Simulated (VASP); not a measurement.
Write the native input for VASP 6.6.1 that does the following.

```yaml
Task: relaxation of cell and atoms
Functional: PBE
Potentials_or_basis: VASP PAW PBE potentials, release 64 (P)
Cutoff: 500 eV
k_mesh: 8 × 8 × 8
Occupations: gaussian, width 0.1 eV
Spin: no spin polarisation
Dipole_correction: no
Further_INCAR_settings: ALGO = Normal; EDIFF = 1e-07; IBRION = 2; EDIFFG = -0.04; NSW = 90; ISIF = 3
```

The structure of P lies in POSCAR:

```
P
1.0
    0.0000000000      2.3009620600      2.3286501800
    1.7756514300      0.0000000000      2.3286501800
    1.7756514300      2.3009620600      0.0000000000
P
1
Direct
    0.0000000000      0.0000000000      0.0000000000
```

One way to write it, as run:

INCAR

```
PREC     = Accurate       # precision mode
ENCUT    = 500            # plane-wave cutoff, eV
EDIFF    = 1E-7           # SCF threshold, eV
ISMEAR   = 0              # smearing method
SIGMA    = 0.1            # smearing width, eV
LREAL    = F              # projectors in reciprocal space
LASPH    = T              # aspherical terms in the spheres
NELM     = 120            # most SCF steps
ALGO     = Normal         # electronic algorithm
ISIF     = 3              # what is computed and relaxed
LWAVE    = F              # write WAVECAR
LCHARG   = F              # write CHGCAR
GGA      = PE             # functional
IBRION   = 2              # ionic algorithm
NSW      = 90             # ionic steps
EDIFFG   = -0.04          # ionic threshold
GGA_COMPAT= F            
NELMIN   = 4
```

KPOINTS

```
regular mesh
0
Gamma
  8 8 8
```

Potentials or basis: VASP PAW PBE potentials, release 64 (P).

Launch:

```bash
$ cat potpaw_PBE.64/P/POTCAR > POTCAR
$ mpirun -np 1 vasp_std > vasp.out
```

Results of the run:

```json
{
  "Relaxed volume": "15.47 Å³/atom",
  "Relaxed cell": "a = 3.192 Å, b = 3.197 Å, c = 2.389 Å, α = 67.94°, β = 68.16°, γ = 43.90°",
  "Space group after relaxing (to 0.1 Å)": "I4/mmm (No. 139)",
  "Energy gained by relaxing": "433.5 meV/atom",
  "Ionic steps": "34",
  "Pressure after relaxing": "0.1 GPa",
  "Band gap on the k mesh": "zero (an odd number of electrons rules out a gap without spin polarisation)"
}
```

Caveat: the volume moved by over 15 % at a fixed basis, so the end points are rough.

Run time: 88 s on 1 thread of Intel(R) Xeon(R) 6975P-C (Granite Rapids), with other jobs on the host, peak memory 0.13 GiB.
